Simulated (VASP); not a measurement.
LiAl4O, 6 atoms in the cell. The structure is trigonal, space group P3m1 (No. 156). The conventional cell has a = 2.868 Å, b = 2.868 Å, c = 13.438 Å, α = 90.00°, β = 90.00°, γ = 120.00°. Within 3.7 Å of Li (site symmetry 3m) lie 6 Al at 2.77 to 2.88 Å and 6 Li at 2.87 Å. Within 3.8 Å of Al (site symmetry 3m) lie 9 Al at 2.87 to 2.90 Å and 3 Li at 2.88 Å. Al (site symmetry 3m) has 9 Al at 2.87 to 2.90 Å and 3 O at 3.75 Å within 3.8 Å. Within 2.4 Å of Al (site symmetry 3m) lie 3 O at 1.83 Å. Al (site symmetry 3m) has 3 Li at 2.77 Å and 9 Al at 2.87 Å and 1 O at 3.12 Å within 3.7 Å. Within 2.4 Å of O (site symmetry 3m) lie 3 Al at 1.83 Å. The cell was built from a structure type or drawn by symmetry, and may not be a known phase.

* Program: VASP 6.6.1
* Task: single point
* Functional: PBE
* Potentials or basis: VASP PAW PBE potentials, release 64 (Li_sv, Al, O)
* Cutoff: 520 eV
* k mesh: 6 × 6 × 1
* Occupations: gaussian, width 0.1 eV
* Spin: no spin polarisation
* Dipole correction: no
* Further INCAR settings: ALGO = Normal; EDIFF = 1e-06; NBANDS = 20

Potentials or basis: VASP PAW PBE potentials, release 64 (Li_sv, Al, O).

Command:

```bash
$ cat potpaw_PBE.64/Li_sv/POTCAR potpaw_PBE.64/Al/POTCAR potpaw_PBE.64/O/POTCAR > POTCAR
$ mpirun -np 1 vasp_std > vasp.out
```

Hardware: 1 thread of Intel(R) Xeon(R) 6975P-C (Granite Rapids), with other jobs on the host.

Q: Estimate the wall time of this run.

A: It took 12 s on 1 thread of Intel(R) Xeon(R) 6975P-C (Granite Rapids), on a shared host, peak memory 0.22 GiB. Counts: scf iterations 16, k points 7.
